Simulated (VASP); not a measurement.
# PdRhC4N4 (P-43m) in VASP: notebook

The runs below take PdRhC4N4 through single point, with PBE.

Program: VASP 6.6.1. These are calculated values, not measurements. Logs are shortened: lines on timing, memory, paths and dates and some standing lists are left out, and cuts for length are marked.

## 1. The cell of the first run

The structure is cubic, space group P-43m (No. 215). Conventional cell: a = 5.909 Å, b = 5.909 Å, c = 5.909 Å, α = 90.00°, β = 90.00°, γ = 90.00°. Within 2.7 Å of Pd (site symmetry -43m) lie 4 N at 2.03 Å. Rh (site symmetry -43m) has 4 C at 1.92 Å within 2.5 Å. C (site symmetry 3m) has 1 N at 1.17 Å within 1.6 Å. N (site symmetry 3m) has 1 C at 1.17 Å within 1.6 Å.

## 2. Single point, PBE, collinear spin, ferromagnetic start

File INCAR:

```
SYSTEM = PdRhC4N4
  PREC = Accurate
  ENCUT = 520
  EDIFF = 1E-6
  ISMEAR = 0
  SIGMA = 0.1
  LREAL = .FALSE.
  LASPH = .TRUE.
  NELM = 150
  ALGO = Normal
  ISIF = 2
  LWAVE = .FALSE.
  LCHARG = .TRUE.
  ISPIN = 2
  MAGMOM = 0 1 0 0 0 0 0 0 0 0
  LORBIT = 11
  LMAXMIX = 4
  GGA = PE
  LELF = .TRUE.
  LVHAR = .TRUE.
  NBANDS = 46
```

File KPOINTS:

```
Automatic mesh
0
G
  4 4 4
  0 0 0
```

File POSCAR:

```
PdRhC4N4
1.0
    5.9086026500      0.0000000000      0.0000000000
    0.0000000000      5.9086026500      0.0000000000
    0.0000000000      0.0000000000      5.9086026500
Pd Rh C N
1 1 4 4
Direct
    0.5000000000      0.5000000000      0.5000000000
    0.0000000000      0.0000000000      0.0000000000
    0.1873167900      0.1873167900      0.1873167900
    0.1873167900      0.8126832100      0.8126832100
    0.8126832100      0.1873167900      0.8126832100
    0.8126832100      0.8126832100      0.1873167900
    0.3016415900      0.3016415900      0.3016415900
    0.3016415900      0.6983584100      0.6983584100
    0.6983584100      0.3016415900      0.6983584100
    0.6983584100      0.6983584100      0.3016415900
```

Potentials or basis: VASP PAW PBE potentials, release 64 (Pd, Rh_pv, C, N).

On the command line:

```sh
$ cat potpaw_PBE.64/Pd/POTCAR potpaw_PBE.64/Rh_pv/POTCAR potpaw_PBE.64/C/POTCAR potpaw_PBE.64/N/POTCAR > POTCAR
$ mpirun -np 1 vasp_std > vasp.out
```

OUTCAR:

```text
SYSTEM = PdRhC4N4
   PREC = Accurate
   ENCUT = 520
   EDIFF = 1E-6
   ISMEAR = 0
   LREAL = .FALSE.
   LASPH = .TRUE.
   NELM = 150
   ISIF = 2
   ISPIN = 2
   LORBIT = 11
   GGA = PE

 ion  position               nearest neighbor table
   1  0.500  0.500  0.500-   7 2.03   8 2.03   9 2.03  10 2.03
   2  0.000  0.000  0.000-   3 1.92   4 1.92   5 1.92   6 1.92
   3  0.187  0.187  0.187-   7 1.17   2 1.92
   4  0.187  0.813  0.813-   8 1.17   2 1.92
   5  0.813  0.187  0.813-   9 1.17   2 1.92
   6  0.813  0.813  0.187-  10 1.17   2 1.92
   7  0.302  0.302  0.302-   3 1.17   1 2.03
   8  0.302  0.698  0.698-   4 1.17   1 2.03
   9  0.698  0.302  0.698-   5 1.17   1 2.03
  10  0.698  0.698  0.302-   6 1.17   1 2.03

  LATTYP: Found a simple cubic cell.
 ALAT       =     5.9086026500

  Lattice vectors:

 A1 = (   5.9086026500,   0.0000000000,   0.0000000000)
 A2 = (   0.0000000000,   5.9086026500,   0.0000000000)
 A3 = (   0.0000000000,   0.0000000000,   5.9086026500)

Analysis of symmetry for initial positions (statically):
=====================================================================
 Subroutine PRICEL returns:
 Original cell was already a primitive cell.

 Routine SETGRP: Setting up the symmetry group for a
 simple cubic supercell.

 Subroutine GETGRP returns: Found 24 space group operations
 (whereof 24 operations were pure point group operations)
 out of a pool of 48 trial point group operations.

The static configuration has the point symmetry T_d .

Analysis of symmetry for dynamics (positions and initial velocities):
=====================================================================
 Subroutine PRICEL returns:
 Original cell was already a primitive cell.

 Routine SETGRP: Setting up the symmetry group for a
 simple cubic supercell.

 Subroutine GETGRP returns: Found 24 space group operations
 (whereof 24 operations were pure point group operations)
 out of a pool of 48 trial point group operations.

The dynamic configuration has the point symmetry T_d .

Analysis of structural, dynamic, and magnetic symmetry:
=====================================================================
 Subroutine PRICEL returns:
 Original cell was already a primitive cell.

 Routine SETGRP: Setting up the symmetry group for a
 simple cubic supercell.

 Subroutine GETGRP returns: Found 24 space group operations
 (whereof 24 operations were pure point group operations)
 out of a pool of 48 trial point group operations.

The overall configuration has the point symmetry T_d .

 Subroutine INISYM returns: Found 24 space group operations
 (whereof 24 operations are pure point group operations),
 and found     1 'primitive' translations

----------------------------------------------------------------------------------------

                                     Primitive cell

  volume of cell :     206.2787

  direct lattice vectors                    reciprocal lattice vectors
     5.908602650  0.000000000  0.000000000     0.169244754  0.000000000  0.000000000
     0.000000000  5.908602650  0.000000000     0.000000000  0.169244754  0.000000000
     0.000000000  0.000000000  5.908602650     0.000000000  0.000000000  0.169244754

  length of vectors
     5.908602650  5.908602650  5.908602650     0.169244754  0.169244754  0.169244754

  position of ions in fractional coordinates (direct lattice)
     0.500000000  0.500000000  0.500000000
     0.000000000  0.000000000  0.000000000
     0.187316790  0.187316790  0.187316790
     0.187316790  0.812683210  0.812683210
     0.812683210  0.187316790  0.812683210
     0.812683210  0.812683210  0.187316790
     0.301641590  0.301641590  0.301641590
     0.301641590  0.698358410  0.698358410
     0.698358410  0.301641590  0.698358410
     0.698358410  0.698358410  0.301641590

  ion indices of the primitive-cell ions
   primitive index   ion index
                 1           1
                 2           2
                 3           3
                 4           4
                 5           5
                 6           6
                 7           7
                 8           8
                 9           9
                10          10

----------------------------------------------------------------------------------------

 KPOINTS: Automatic mesh

Automatic generation of k-mesh.
 Grid dimensions read from file:
 generate k-points for:    4    4    4

 Generating k-lattice:

  Cartesian coordinates                     Fractional coordinates (reciprocal lattice)
     0.042311188  0.000000000  0.000000000     0.250000000  0.000000000  0.000000000
     0.000000000  0.042311188  0.000000000     0.000000000  0.250000000  0.000000000
     0.000000000  0.000000000  0.042311188     0.000000000  0.000000000  0.250000000

  Length of vectors
     0.042311188  0.042311188  0.042311188

  Shift w.r.t. Gamma in fractional coordinates (k-lattice)
     0.000000000  0.000000000  0.000000000

 Subroutine IBZKPT returns following result:
 ===========================================

 Found     10 irreducible k-points:

 Following reciprocal coordinates:
            Coordinates               Weight
  0.000000  0.000000  0.000000      1.000000
  0.250000  0.000000  0.000000      6.000000
  0.500000  0.000000  0.000000      3.000000
  0.250000  0.250000  0.000000     12.000000
  0.500000  0.250000  0.000000     12.000000
  0.500000  0.500000  0.000000      3.000000
  0.250000  0.250000  0.250000      8.000000
  0.500000  0.250000  0.250000     12.000000
  0.500000  0.500000  0.250000      6.000000
  0.500000  0.500000  0.500000      1.000000
   k-points           NKPTS =     10   k-points in BZ     NKDIM =     10   number of bands    NBANDS=     46
   number of dos      NEDOS =    301   number of ions     NIONS =     10
   total plane-waves  NPLWV = 110592
   dimension x,y,z NGX =    48 NGY =   48 NGZ =   48
   dimension x,y,z NGXF=    96 NGYF=   96 NGZF=   96
   ions per type =               1   1   4   4
   NGX,Y,Z   is equivalent  to a cutoff of  13.51, 13.51, 13.51 a.u.
   NGXF,Y,Z  is equivalent  to a cutoff of  27.01, 27.01, 27.01 a.u.
 SYSTEM =  PdRhC4N4
   PREC   = accura    normal or accurate (medium, high low for compatibility)
   ISTART =      0    job   : 0-new  1-cont  2-samecut
   ICHARG =      2    charge: 1-file 2-atom 10-const
   ISPIN  =      2    spin polarized calculation?
   LNONCOLLINEAR =      F non collinear calculations
   LSORBIT =      F    spin-orbit coupling
   LASPH  =      T    aspherical Exc in radial PAW
   ENCUT  =  520.0 eV  38.22 Ry    6.18 a.u.  10.99 10.99 10.99*2*pi/ulx,y,z
   NELM   =    150;   NELMIN=  2; NELMDL= -5     # of ELM steps
   EDIFF  = 0.1E-05   stopping-criterion for ELM
   LREAL  =      F    real-space projection
   EDIFFG = 0.1E-04   stopping-criterion for IOM
   NSW    =      0    number of steps for IOM
   IBRION =     -1    ionic relax: 0-MD 1-quasi-New 2-CG
   NFREE  =      0    steps in history (QN), initial steepest desc. (CG)
   ISIF   =      2    stress and relaxation
   ISYM   =      2    0-nonsym 1-usesym 2-fastsym
   POTIM  = 0.5000    time-step for ionic-motion
   TEBEG  =    0.0;   TEEND  =   0.0 temperature during run
   PSTRESS=    0.0 pullay stress
   NELECT =      61.0000    total number of electrons
   NUPDOWN=      -1.0000    fix difference up-down
   EMIN   =  10.00;   EMAX   =-10.00  energy-range for DOS
   EFERMI =   0.00;   METHOD = LEGACY
   ISMEAR =     0;   SIGMA  =   0.10  broadening in eV -4-tet -1-fermi 0-gaus
   EFERMI_NEDOS =   21; number of points for ismear=-14 and -15
   IALGO  =     38    algorithm
   IMIX   =      4    mixing-type and parameters
     AMIX     =   0.40;   BMIX     =  1.00
     AMIX_MAG =   1.60;   BMIX_MAG =  1.00
  volume/ion in A,a.u.               =      20.63       139.20
  Fermi-wavevector in a.u.,A,eV,Ry     =   1.090687  2.061099 16.185454  1.189597
  Thomas-Fermi vector in A             =   2.226916
   LORBIT       =     11    0 simple, 1 ext, 2 COOP (PROOUT), +10 PAW based schemes
   GGA     = PE    functional components
   LHFCALC =     F    Hartree Fock is set to
   AEXX    =    0.0000 exact exchange contribution
   IVDW    =     0    specifies the selected vdW correction
   LEPSILON=     F    determine dielectric tensor
   LRPA    =     F    only Hartree local field effects (RPA)
 spin polarized calculation
 Gauss-broadening in eV      SIGMA  =   0.10
  energy-cutoff  :      520.00
  volume of cell :      206.28
 maximum number of plane-waves:      5590
 NGX is ok and might be reduce to    48
   NGX = 21   NGY = 21   NGZ = 21

 number of electron      61.0000011 magnetization       0.9609960

 Free energy of the ion-electron system (eV)
  ---------------------------------------------------
  ext. energy  EPLUGINS =         0.00000000
  ---------------------------------------------------
  free energy    TOTEN  =       -74.71403484 eV

  energy without entropy =      -74.68352928  energy(sigma->0) =      -74.69878206

 E-fermi :  -0.4348     XC(G=0):  -7.4089

 val. band max:       -0.4469608371   @ k =   0.2500   0.2500   0.2500
 cond. band min:      -0.4316777170   @ k =   0.5000   0.2500   0.2500
 fundamental gap:      0.0152831201
 Fermi energy:        -0.4348218555

 spin component 1

 k-point     1 :       0.0000    0.0000    0.0000
  band No.  band energies     occupation
      1     -48.2483      1.00000
      2     -48.2483      1.00000
      3     -48.2483      1.00000
      4     -18.3256      1.00000
      5     -18.2221      1.00000
      6     -18.2221      1.00000
[... 34 lines left out ...]
     41       4.9626      0.00000
     42       4.9626      0.00000
[... 363 lines left out ...]
      1     -48.2483      1.00000
      2     -48.2483      1.00000
      3     -48.2483      1.00000
      4     -18.2771      1.00000
      5     -18.2371      1.00000
      6     -18.2371      1.00000
[... 34 lines left out ...]
     41       5.0702      0.00000
     42       6.9449      0.00000
 Fermi energy:        -0.4348218555

 spin component 2

 k-point     1 :       0.0000    0.0000    0.0000
  band No.  band energies     occupation
      1     -47.7406      1.00000
      2     -47.7406      1.00000
      3     -47.7406      1.00000
      4     -18.2579      1.00000
      5     -18.1547      1.00000
      6     -18.1547      1.00000
[... 34 lines left out ...]
     41       5.0856      0.00000
     42       5.0856      0.00000
[... 363 lines left out ...]
      1     -47.7406      1.00000
      2     -47.7406      1.00000
      3     -47.7406      1.00000
      4     -18.2091      1.00000
      5     -18.1698      1.00000
      6     -18.1698      1.00000
[... 34 lines left out ...]
     41       5.1924      0.00000
     42       6.9495      0.00000
 [bands above 42 left out]

------------------------ aborting loop because EDIFF is reached ----------------------------------------

  FORCE on cell =-STRESS in cart. coord.  units (eV):
  Direction    XX          YY          ZZ          XY          YZ          ZX
  --------------------------------------------------------------------------------------
  -------------------------------------------------------------------------------------
  Total        5.2173680      5.2173680      5.2173680      0.0000000      0.0000000      0.0000000
  in kB       40.5235701     40.5235701     40.5235701      0.0000000      0.0000000      0.0000000
  external PRESSURE =      40.5235701 kB  Pullay stress =       0.0000000 kB

 VOLUME and BASIS-vectors are now :
 -----------------------------------------------------------------------------
  energy-cutoff  :      520.00
  volume of cell :      206.28
      direct lattice vectors                 reciprocal lattice vectors
     5.908602650  0.000000000  0.000000000     0.169244754  0.000000000  0.000000000
     0.000000000  5.908602650  0.000000000     0.000000000  0.169244754  0.000000000
     0.000000000  0.000000000  5.908602650     0.000000000  0.000000000  0.169244754

 POSITION                                       TOTAL-FORCE (eV/Angst)
 -----------------------------------------------------------------------------------
      2.95430      2.95430      2.95430        -0.000000     -0.000000     -0.000000
      0.00000      0.00000      0.00000        -0.000000     -0.000000     -0.000000
      1.10678      1.10678      1.10678        -0.623649     -0.623649     -0.623649
      1.10678      4.80182      4.80182        -0.623649      0.623649      0.623649
      4.80182      1.10678      4.80182         0.623649     -0.623649      0.623649
      4.80182      4.80182      1.10678         0.623649      0.623649     -0.623649
      1.78228      1.78228      1.78228         0.782761      0.782761      0.782761
      1.78228      4.12632      4.12632         0.782761     -0.782761     -0.782761
      4.12632      1.78228      4.12632        -0.782761      0.782761     -0.782761
      4.12632      4.12632      1.78228        -0.782761     -0.782761      0.782761
 -----------------------------------------------------------------------------------
    total drift:                                0.000000      0.000000      0.000000

  FREE ENERGIE OF THE ION-ELECTRON SYSTEM (eV)
  ---------------------------------------------------
  free  energy   TOTEN  =       -74.7140348444 eV

  energy  without entropy=      -74.6835292754  energy(sigma->0) =      -74.69878206

 total charge

# of ion       s       p       d       tot
------------------------------------------
    1        0.417   0.651   8.346   9.415
    2        0.496   6.465   7.101  14.062
    3        0.958   1.647   0.000   2.605
    4        0.958   1.647   0.000   2.605
    5        0.958   1.647   0.000   2.605
    6        0.958   1.647   0.000   2.605
    7        1.312   2.546   0.000   3.858
    8        1.312   2.546   0.000   3.858
    9        1.312   2.546   0.000   3.858
   10        1.312   2.546   0.000   3.858
--------------------------------------------------
tot          9.992  23.889  15.447  49.329

 magnetization (x)

# of ion       s       p       d       tot
------------------------------------------
    1        0.001  -0.021  -0.272  -0.293
    2        0.002   0.098   0.553   0.653
    3        0.014   0.008   0.000   0.022
    4        0.014   0.008   0.000   0.022
    5        0.014   0.008   0.000   0.022
    6        0.014   0.008   0.000   0.022
    7        0.000   0.040   0.000   0.040
    8        0.000   0.040   0.000   0.040
    9        0.000   0.040   0.000   0.040
   10        0.000   0.040   0.000   0.040
--------------------------------------------------
tot          0.062   0.267   0.280   0.609
```

It took 2.6 min on 1 thread of Intel Xeon 6975P-C (Granite Rapids), shared host; peak memory 0.48 GiB.

Results:

* Free energy: -74.7140 eV
* Pressure: 4.1 GPa
* Largest force: 1.356 eV/Å
* Band gap on the k mesh: zero (filled and empty bands overlap)
* Net moment: 0.96 μB per cell
* Site moments: Pd -0.29; Rh +0.65; C +0.02; N +0.04 μB
* Valence electrons inside the program's atomic spheres: Pd 9.41; Rh 14.06; C 2.60; N 3.86

Forces in eV/Å, atoms in the order of the input:
```
Pd   0.000  0.000  0.000
Rh   0.000  0.000  0.000
C   -0.624 -0.624 -0.624
C   -0.624  0.624  0.624
C    0.624 -0.624  0.624
C    0.624  0.624 -0.624
N    0.783  0.783  0.783
N    0.783 -0.783 -0.783
N   -0.783  0.783 -0.783
N   -0.783 -0.783  0.783
```

Caveat: the cell stands under pressure; forces of over 1 eV/Å act on the atoms, so gaps and moduli don't describe the material at rest.

## 3. Single point, PBE, collinear spin, ferromagnetic start

This run uses another cell than the first one, of 21.69 Å³/atom.

File INCAR:

```
SYSTEM = PdRhC4N4
PREC     = Accurate       ! precision mode
ENCUT    = 520            ! plane-wave cutoff, eV
EDIFF    = 1E-6           ! SCF threshold, eV
ISMEAR   = 0              ! smearing method
SIGMA    = 0.1            ! smearing width, eV
LREAL    = .False.        ! projectors in reciprocal space
LASPH    = .True.         ! aspherical terms in the spheres
NELM     = 150            ! most SCF steps
ALGO     = Normal         ! electronic algorithm
ISIF     = 2              ! what is computed and relaxed
LWAVE    = .False.        ! write WAVECAR
LCHARG   = .False.        ! write CHGCAR
ISPIN    = 2              ! spin polarisation
MAGMOM   = 0 1 0 0 0 0 0 0 0 0 ! initial moments
LORBIT   = 11             ! projections on sites
LMAXMIX  = 4              ! l up to which the mixer works
GGA      = PE             ! functional
NBANDS   = 46             ! bands
```

File KPOINTS:

```
Automatic mesh
0
Gamma
  4 4 4
  0 0 0
```

File POSCAR:

```
PdRhC4N4
1.0
    6.0080190132      0.0000000000      0.0000000000
    0.0000000000      6.0080190132      0.0000000000
    0.0000000000      0.0000000000      6.0080190132
Pd Rh C N
1 1 4 4
Direct
    0.5000000000      0.5000000000      0.5000000000
    0.0000000000      0.0000000000      0.0000000000
    0.1879459277      0.1879459277      0.1879459277
    0.1879459277      0.8120540723      0.8120540723
    0.8120540723      0.1879459277      0.8120540723
    0.8120540723      0.8120540723      0.1879459277
    0.3014032480      0.3014032480      0.3014032480
    0.3014032480      0.6985967520      0.6985967520
    0.6985967520      0.3014032480      0.6985967520
    0.6985967520      0.6985967520      0.3014032480
```

Potentials or basis: VASP PAW PBE potentials, release 64 (Pd, Rh_pv, C, N).

On the command line:

```sh
$ cat potpaw_PBE.64/Pd/POTCAR potpaw_PBE.64/Rh_pv/POTCAR potpaw_PBE.64/C/POTCAR potpaw_PBE.64/N/POTCAR > POTCAR
$ mpirun -np 1 vasp_std > vasp.out
```

Run time: 2.6 min. Hardware: 1 thread of Intel Xeon 6975P-C (Granite Rapids), shared host; peak memory 0.49 GiB.

Results (log left out):

- Free energy: -74.8345 eV
- Pressure: 0.4 GPa
- Largest force: 0.321 eV/Å
- Band gap on the k mesh: zero (filled and empty bands overlap)
- Net moment: 0.98 μB per cell
- Site moments: Pd -0.45; Rh +0.81; C +0.03; N +0.04 μB
- Valence electrons inside the program's atomic spheres: Pd 9.29; Rh 13.93; C 2.57; N 3.83

Forces on the atoms (eV/Å):
```
Pd   0.000  0.000  0.000
Rh   0.000  0.000  0.000
C   -0.183 -0.183 -0.183
C   -0.183  0.183  0.183
C    0.183 -0.183  0.183
C    0.183  0.183 -0.183
N    0.185  0.185  0.185
N    0.185 -0.185 -0.185
N   -0.185  0.185 -0.185
N   -0.185 -0.185  0.185
```

Levels at points of the mesh, in eV from the Fermi level:
Spin up:
```
           k point  band 28  band 29  band 30  band 31  band 32  band 33  band 34  band 35
(0.00, 0.00, 0.00)    -0.60    -0.60    -0.60    -0.21    -0.21    -0.21     4.80     4.80
(0.50, 0.00, 0.00)    -0.97    -0.97    -0.13    -0.11     0.37     0.37     4.51     4.51
(0.50, 0.50, 0.00)    -0.87    -0.87    -0.13    -0.12     0.28     0.28     4.74     4.74
(0.50, 0.50, 0.50)    -0.44    -0.44    -0.44    -0.24    -0.24    -0.24     4.97     4.97
```
Spin down:
| k point | band 26 | band 27 | band 28 | band 29 | band 30 | band 31 | band 32 | band 33 | band 34 | band 35 |
| --- | --- | --- | --- | --- | --- | --- | --- | --- | --- | --- |
| (0.00, 0.00, 0.00) | -1.09 | -1.09 | -0.67 | -0.67 | -0.67 | 0.07 | 0.07 | 0.07 | 5.00 | 5.00 |
| (0.50, 0.00, 0.00) | -1.87 | -1.57 | -0.95 | -0.95 | -0.39 | 0.32 | 0.57 | 0.57 | 4.66 | 4.66 |
| (0.50, 0.50, 0.00) | -1.83 | -1.54 | -0.87 | -0.87 | -0.40 | 0.35 | 0.50 | 0.50 | 4.87 | 4.87 |
| (0.50, 0.50, 0.50) | -1.00 | -1.00 | -0.59 | -0.59 | -0.59 | 0.14 | 0.14 | 0.14 | 5.09 | 5.09 |
